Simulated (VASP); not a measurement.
Set up this calculation in VASP 6.6.1, as the native input.

```
Task                   : single point
Functional             : PBE
Potentials or basis    : VASP PAW PBE potentials, release 64 (Zn, S)
Cutoff                 : 520 eV
k mesh                 : 2 × 2 × 2
Occupations            : fermi-dirac, width 0.02 eV
Spin                   : no spin polarisation
Dipole correction      : no
Further INCAR settings : LREAL = Auto; ALGO = Normal; EDIFF = 1e-07; NBANDS = 86
```

The structure of ZnS lies in POSCAR:

```
ZnS
1.0
    0.0000000000      5.3881716686      5.3881716686
    5.3881716686      0.0000000000      5.3881716686
    5.3881716686      5.3881716686      0.0000000000
Zn S
8 8
Direct
    0.0018727132      0.0049102927      0.0022294204
    0.0023949682      0.0079777525      0.4977978923
    0.0025351828      0.5064027592     -0.0065515730
   -0.0099071639      0.5139451135      0.4885962553
    0.5028544313     -0.0023679646     -0.0009266594
    0.4909869549     -0.0074615292      0.5071377024
    0.5084477943      0.4920088229      0.0047041931
    0.4936578980      0.4880498733      0.5052274997
    0.1360542212      0.1216714203      0.1241520392
    0.1262406883      0.1272588444      0.6241748977
    0.1264620992      0.6274175561      0.1260836777
    0.1203493578      0.6183904680      0.6313039393
    0.6359676734      0.1267596955      0.1252166860
    0.6319138865      0.1224607419      0.6178174536
    0.6203582969      0.6264861641      0.1297443814
    0.6172490790      0.6224892610      0.6251476766
```

One way to write it, as run:

INCAR

```
SYSTEM = ZnS
PREC = Accurate
ENCUT = 520
EDIFF = 1E-7
ISMEAR = -1
SIGMA = 0.02
LREAL = Auto
LASPH = .True.
NELM = 60
ALGO = Normal
ISIF = 2
LWAVE = .False.
LCHARG = .False.
GGA = PE
NBANDS = 86
```

KPOINTS

```
Automatic mesh
0
Gamma
  2 2 2
  0 0 0
```

Potentials or basis: VASP PAW PBE potentials, release 64 (Zn, S).

Launch:

```sh
$ cat potpaw_PBE.64/Zn/POTCAR potpaw_PBE.64/S/POTCAR > POTCAR
$ mpirun -np 1 vasp_std > vasp.out
```

Results of the run:

```json
{"Pressure": "3.0 GPa", "Largest force": "0.794 eV/Å", "Band gap on the k mesh": "2.12 eV"}
```

Caveat: the k points lie up to 0.50 Å⁻¹ apart; the atoms stand as in a frame of molecular dynamics.

Run time: 16 min on 1 thread of Intel Xeon 8259CL (shared host), peak memory 0.54 GiB.
